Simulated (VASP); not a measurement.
# BP (F-43m) in VASP: a series of runs, part 2 of 2

VASP 6.6.1. The steps go on from the part before.

### Step 3. Phonons, r2SCAN

This run uses another cell than the first one, of 11.41 Å³/atom.

Contents of INCAR:

```
SYSTEM = BP
PREC = Accurate
ENCUT = 520
EDIFF = 1E-8
ISMEAR = 0
SIGMA = 0.01
LREAL = .FALSE.
LASPH = .TRUE.
NELM = 60
ALGO = Normal
ISIF = 2
LWAVE = .FALSE.
LCHARG = .TRUE.
METAGGA = R2SCAN
LMIXTAU = .TRUE.
NBANDS = 11
IBRION = 6
NFREE = 2
POTIM = 0.015
NSW = 1
```

Contents of KPOINTS:

```
Automatic mesh
0
G
  8 8 8
  0 0 0
```

Contents of POSCAR:

```
BP
1.0
    2.2511061071      2.2511061071      0.0000000000
   -2.2511061071      2.2511061071      0.0000000000
    0.0000000000      2.2511061071      2.2511061071
B P
1 1
Direct
    0.0000000000      0.0000000000      0.0000000000
    0.7500000000      0.2500000000      0.5000000000
```

Potentials or basis: VASP PAW PBE potentials, release 64 (B, P).

On the command line:

```sh
> cat potpaw_PBE.64/B/POTCAR potpaw_PBE.64/P/POTCAR > POTCAR
> mpirun -np 1 vasp_std > vasp.out
```

OUTCAR:

```text
SYSTEM = BP
   PREC = Accurate
   ENCUT = 520
   EDIFF = 1E-8
   ISMEAR = 0
   LREAL = .FALSE.
   LASPH = .TRUE.
   NELM = 60
   ISIF = 2
   METAGGA = R2SCAN
   IBRION = 6
   NFREE = 2
   POTIM = 0.015
   NSW = 1

 ion  position               nearest neighbor table
   1  0.000  0.000  0.000-   2 1.95   2 1.95   2 1.95   2 1.95
   2  0.750  0.250  0.500-   1 1.95   1 1.95   1 1.95   1 1.95

  LATTYP: Found a face centered cubic cell.
 ALAT       =     4.5022122142

  Lattice vectors:

 A1 = (   0.0000000000,   2.2511061071,   2.2511061071)
 A2 = (   2.2511061071,   0.0000000000,   2.2511061071)
 A3 = (   2.2511061071,   2.2511061071,   0.0000000000)

Analysis of symmetry for initial positions (statically):
=====================================================================
 Subroutine PRICEL returns:
 Original cell was already a primitive cell.

 Routine SETGRP: Setting up the symmetry group for a
 face centered cubic supercell.

 Subroutine GETGRP returns: Found 24 space group operations
 (whereof 24 operations were pure point group operations)
 out of a pool of 48 trial point group operations.

The static configuration has the point symmetry T_d .

Analysis of symmetry for dynamics (positions and initial velocities):
=====================================================================
 Subroutine PRICEL returns:
 Original cell was already a primitive cell.

 Routine SETGRP: Setting up the symmetry group for a
 face centered cubic supercell.

 Subroutine GETGRP returns: Found 24 space group operations
 (whereof 24 operations were pure point group operations)
 out of a pool of 48 trial point group operations.

The dynamic configuration has the point symmetry T_d .

 Subroutine INISYM returns: Found 24 space group operations
 (whereof 24 operations are pure point group operations),
 and found     1 'primitive' translations

----------------------------------------------------------------------------------------

                                     Primitive cell

  volume of cell :      22.8149

  direct lattice vectors                    reciprocal lattice vectors
     2.251106107  2.251106107  0.000000000     0.222113031  0.222113031 -0.222113031
    -2.251106107  2.251106107  0.000000000    -0.222113031  0.222113031 -0.222113031
     0.000000000  2.251106107  2.251106107     0.000000000  0.000000000  0.444226062

  length of vectors
     3.183544787  3.183544787  3.183544787     0.384711054  0.384711054  0.444226062

  position of ions in fractional coordinates (direct lattice)
     0.000000000  0.000000000  0.000000000
     0.750000000  0.250000000  0.500000000

  ion indices of the primitive-cell ions
   primitive index   ion index
                 1           1
                 2           2

----------------------------------------------------------------------------------------

 KPOINTS: Automatic mesh
[... 108 lines left out ...]

 number of electron       8.0000001 magnetization

 Free energy of the ion-electron system (eV)
  ---------------------------------------------------
  ext. energy  EPLUGINS =         0.00000000
  ---------------------------------------------------
  free energy    TOTEN  =       -17.30434132 eV

  energy without entropy =      -17.30434132  energy(sigma->0) =      -17.30434132

------------------------ aborting loop because EDIFF is reached ----------------------------------------

  FORCE on cell =-STRESS in cart. coord.  units (eV):
  Direction    XX          YY          ZZ          XY          YZ          ZX
  --------------------------------------------------------------------------------------
  -------------------------------------------------------------------------------------
  Total        0.5004291      0.5004291      0.5004291      0.0000000      0.0000000     -0.0000000
  in kB       35.1427108     35.1427108     35.1427108      0.0000000      0.0000000     -0.0000000
  external PRESSURE =      35.1427108 kB  Pullay stress =       0.0000000 kB
[... 131 lines left out ...]
--------------------------------------- Ionic step        5  -------------------------------------------

 number of electron       8.0000000 magnetization

 Free energy of the ion-electron system (eV)
  ---------------------------------------------------
  ext. energy  EPLUGINS =         0.00000000
  ---------------------------------------------------
  free energy    TOTEN  =       -17.30201995 eV

  energy without entropy =      -17.30201995  energy(sigma->0) =      -17.30201995

 E-fermi :   7.8771     XC(G=0): -11.6084

 val. band max:        7.8002783914   @ k =   0.0000   0.0000   0.0000
 cond. band min:       9.1218481266   @ k =  -0.3750   0.3750   0.0000
 fundamental gap:      1.3215697352
 Fermi energy:         7.8771271856

 k-point     1 :       0.0000    0.0000    0.0000
  band No.  band energies     occupation
      1      -8.8059      2.00000
      2       7.5498      2.00000
      3       7.6762      2.00000
      4       7.8003      2.00000
      5      11.2698      0.00000
      6      11.3506      0.00000
      7      11.4344      0.00000
      8      16.0688      0.00000
      9      20.2612      0.00000
     10      20.3879      0.00000
     11      20.3888      0.00000
[... 309 lines left out ...]
 k-point    24 :       0.5000    0.2500    0.1250
  band No.  band energies     occupation
      1      -4.4877      2.00000
      2      -1.4247      2.00000
      3       2.8224      2.00000
      4       4.3630      2.00000
      5      12.2748      0.00000
      6      13.3158      0.00000
      7      16.7242      0.00000
      8      18.3253      0.00000
      9      18.8589      0.00000
     10      23.1664      0.00000
     11      25.6724      0.00000

 [... further k-points ...]

------------------------ aborting loop because EDIFF is reached ----------------------------------------

  FORCE on cell =-STRESS in cart. coord.  units (eV):
  Direction    XX          YY          ZZ          XY          YZ          ZX
  --------------------------------------------------------------------------------------
  -------------------------------------------------------------------------------------
  Total        0.5007123      0.5048979      0.5048979      0.0000000     -0.1170385      0.0000000
  in kB       35.1625979     35.4565324     35.4565324      0.0000000     -8.2190491      0.0000000
  external PRESSURE =      35.3585543 kB  Pullay stress =       0.0000000 kB
[... 17 lines left out ...]
  FREE ENERGIE OF THE ION-ELECTRON SYSTEM (eV)
  ---------------------------------------------------
  free  energy   TOTEN  =       -17.3020199503 eV

  energy  without entropy=      -17.3020199503  energy(sigma->0) =      -17.30201995

 INTERNAL STRAIN TENSORS FROM DISPLACED ATOMS
 ============================================

 INTERNAL STRAIN TENSOR FOR ION    1 for displacements in x,y,z  (eV/Angst):
          X           Y           Z          XY          YZ          ZX
  --------------------------------------------------------------------------------
  x     0.00000     0.00000     0.00000    -0.00000    -7.79156    -0.00000
  y     0.00000     0.00000     0.00000    -0.00000    -0.00000    -7.79156
  z     0.00000     0.00000     0.00000    -7.79156    -0.00000     0.00000

 INTERNAL STRAIN TENSOR FOR ION    2 for displacements in x,y,z  (eV/Angst):
          X           Y           Z          XY          YZ          ZX
  --------------------------------------------------------------------------------
  x     0.00000     0.00000     0.00000     0.00000     7.80800     0.00000
  y    -0.00000     0.00000    -0.00000     0.00000     0.00000     7.80800
  z     0.00000     0.00000     0.00000     7.80800     0.00000     0.00000

 Eigenvectors and eigenvalues of the dynamical matrix
 ----------------------------------------------------

   1 f  =   25.081198 THz   157.589817 2PiTHz  836.618724 cm-1   103.727455 meV
             X         Y         Z           dx          dy          dz
      0.000000  0.000000  0.000000     0.000000    0.000000    0.860958
      1.125553  3.376659  1.125553     0.000000    0.000000   -0.508676
[... 21 lines left out ...]
   6 f/i=    0.000640 THz     0.004023 2PiTHz    0.021358 cm-1     0.002648 meV
             X         Y         Z           dx          dy          dz
      0.000000  0.000000  0.000000     0.269164   -0.431628    0.000000
      1.125553  3.376659  1.125553     0.455572   -0.730550    0.000000

 ELASTIC MODULI CONTR FROM IONIC RELAXATION (kBar)
 Direction    XX          YY          ZZ          XY          YZ          ZX
 --------------------------------------------------------------------------------
 XX          -0.0000      0.0000     -0.0000     -0.0000      0.0000      0.0000
 YY           0.0000     -0.0000     -0.0000      0.0000     -0.0000     -0.0000
 ZZ          -0.0000     -0.0000     -0.0000     -0.0000     -0.0000      0.0000
 XY          -0.0000      0.0000     -0.0000   -207.1129      0.0000      0.0000
 YZ           0.0000     -0.0000     -0.0000      0.0000   -207.1129     -0.0000
 ZX           0.0000     -0.0000      0.0000      0.0000     -0.0000   -207.1129
 --------------------------------------------------------------------------------
```

stdout:

```text
POSCAR found type information on POSCAR B P
 POSCAR found :  2 types and       2 ions
 scaLAPACK will be used
 -----------------------------------------------------------------------------
|                                                                             |
|                                                                             |
|     You enforced a specific xc type in the INCAR file but a different       |
|     I HOPE YOU KNOW WHAT YOU ARE DOING!                                     |
|                                                                             |
 -----------------------------------------------------------------------------

 LDA part: xc-table for (None), standard interpolation
 POSCAR, INCAR and KPOINTS ok, starting setup
 FFT: planning ... GRIDC
 FFT: planning ... GRID_SOFT
 FFT: planning ... GRID
 WAVECAR not read
 entering main loop
 Found     2 degrees of freedom:
 Finite differences POTIM= 0.01500 DOF=   2
 bond charge predicted
 Finite differences progress:
 bond charge predicted
 Finite differences progress:
 bond charge predicted
 Finite differences progress:
 bond charge predicted
 Finite differences progress:
```

Wall time 1.7 min (1 thread of Intel Xeon 6975P-C (Granite Rapids), shared host); peak memory 0.16 GiB.

What came out:

- Highest phonon frequency at Γ, LO-TO splitting left out: 837 cm⁻¹

Phonon frequencies in cm⁻¹ (negative: imaginary):
```tsv
q point	frequencies
(0.000, 0.000, 0.000)	0 0 0 837 837 837
```

Caveat: the cell stands under pressure or tension, which shifts response properties; the PAW data sets were made with another functional, which shifts forces and pressure a little.
